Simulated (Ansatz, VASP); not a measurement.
# NaF: VASP beside Ansatz

The input INCAR:

```
SYSTEM = NaF
ALGO = Normal
EDIFF = 1E-6
ENCUT = 520
GGA = PE
ISIF = 2
ISMEAR = -1
LASPH = .True.
LCHARG = .False.
LREAL = .False.
LWAVE = .False.
NBANDS = 14
NELM = 80
PREC = Accurate
SIGMA = 0.02
```

File KPOINTS:

```
k-points
0
Gamma
  8 8 8
  0 0 0
```

File POSCAR:

```
NaF
1.0
    0.0000000000      2.5312613515      2.5312613515
    2.5312613515      0.0000000000      2.5312613515
    2.5312613515      2.5312613515      0.0000000000
Na F
1 1
Direct
    0.0000000000      0.0000000000      0.0000000000
    0.2500000000      0.2500000000      0.2500000000
```

Input for Ansatz:

```yaml
crystal:
  lattice:
    - [0.0, 2.5312613515, 2.5312613515]
    - [2.5312613515, 0.0, 2.5312613515]
    - [2.5312613515, 2.5312613515, 0.0]
  atoms:
    - { symbol: Na, position: [0.0, 0.0, 0.0] }
    - { symbol: F, position: [0.25, 0.25, 0.25] }
kpoints:
  mp_grid: { grid: [8, 8, 8] }
  band_path:
    path:
      - [0.0, 0.0, 0.0]
      - [-0.5, -0.5, 0.0]
      - [-0.375, -0.375, 0.25]
      - [-0.375, 0.0, 0.375]
      - [0.0, 0.0, 0.5]
      - [-0.5, -0.25, 0.25]
      - [-0.072917, 0.0, 0.072917]
    npoints: 1
hamiltonian:
  xc: pbe
scf:
  occupations: { method: fermi_dirac, width: 0.02 }
  n_extra_bands: 4
output:
  forces: true
  stress: true
  eigenvalues: true
```

Alike in both runs: task single point; functional PBE; k mesh 8 × 8 × 8; occupations fermi-dirac, width 0.02 eV; no spin polarisation.

|  | VASP | Ansatz |
| --- | --- | --- |
| version | VASP 6.6.1 | Ansatz 0.2.0 |
| potentials or method | VASP PAW PBE potentials, release 64 (Na_pv, F) | plane waves, PAW |
| plane-wave cutoff (eV) | 520 | 420 |
| valence electrons in the cell | 14 | 16 |

VASP gave:

* gap on the k mesh at the Fermi level (eV): 5.61
* pressure (GPa): 1.9

**Question.** Estimate Ansatz's values.

**Answer.** gap on the k mesh at the Fermi level (eV): 5.63; pressure (GPa): 2.0.

VASP's potentials hold 14 valence electrons a cell and Ansatz's 16, so a difference there can come from the potentials and not from the codes.
